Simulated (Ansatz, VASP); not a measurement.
# One calculation of FeO, two programs

```
Fe O
1.0
     0.00000    2.15540    2.24162
     2.15540    0.00000    2.24162
     2.15540    2.15540    0.00000
Fe O
1 1
Direct
  0.00000 0.00000 0.00000
  0.50000 0.50000 0.50000
```

Change from the starting cell: strain +0.000 along x and y, +0.040 along z, atoms carried along.

Alike in both runs: task single point; functional PBE; k mesh 20 × 20 × 20; occupations gaussian, width 0.15 eV; collinear spin.

|  | VASP | Ansatz |
| --- | --- | --- |
| version | VASP 6.6.1 | Ansatz 0.2.0 |
| potentials or method | VASP PAW PBE potentials, release 64 (Fe, O), cutoff 600 eV | scalar-relativistic, plane waves, PAW |
| valence electrons in the cell | 14 | 22 |

VASP gave:

* gap on the k mesh at the Fermi level (eV): none
* pressure (GPa): -6.6
* traceless stress, the component that is largest in VASP (GPa): -2.10
* net moment per atom (μB): 2.00
* size of the moment on the site where the two differ most (μB): 3.62

Task: Estimate Ansatz's values.

Result: gap on the k mesh at the Fermi level (eV): none; pressure (GPa): -6.4; traceless stress, the component that is largest in VASP (GPa): -1.99; net moment per atom (μB): 2.00; size of the moment on the site where the two differ most (μB): 3.45.

Site moments also hang on the region over which each program counts them. A gap of «none» marks a metal or a gap that the smearing closes. VASP's potentials hold 14 valence electrons a cell and Ansatz's 22, so a difference there can come from the potentials and not from the codes.
